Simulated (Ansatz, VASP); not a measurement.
Two plane-wave programs on AsO

```
As O
1.0
     5.41075    0.00000    0.00000
     0.00000    4.71251    0.00000
     0.00000    0.00000    5.84953
As O
4 4
Direct
  0.20192 0.24679 0.25000
  0.79808 0.75321 0.75000
  0.20192 0.25321 0.75000
  0.79808 0.74679 0.25000
  0.88145 0.12219 0.25000
  0.11855 0.87781 0.75000
  0.88145 0.37781 0.75000
  0.11855 0.62219 0.25000
```

Alike in both runs: functional PBE; k mesh 8 × 8 × 6; occupations gaussian, width 0.1 eV; no spin polarisation.

Ansatz relaxed the structure, and its values are those at the end. VASP's run is a single point on that final structure, the one shown.

|  | VASP | Ansatz |
| --- | --- | --- |
| version | VASP 6.6.1 | Ansatz 0.2.0 |
| potentials or method | VASP PAW PBE potentials, release 64 (As, O), cutoff 520 eV | scalar-relativistic, plane waves, PAW |
| valence electrons in the cell | 44 | 84 |

```csv
,VASP,Ansatz,Ansatz less VASP
gap on the k mesh at the Fermi level (eV),none,none,-
pressure (GPa),0.7,0.0,-0.68
rms of the force components (eV/Å),0.098,0.002,-0.0952
```

A gap of «none» marks a metal or a gap that the smearing closes. VASP's potentials hold 44 valence electrons a cell and Ansatz's 84, so a difference there can come from the potentials and not from the codes.
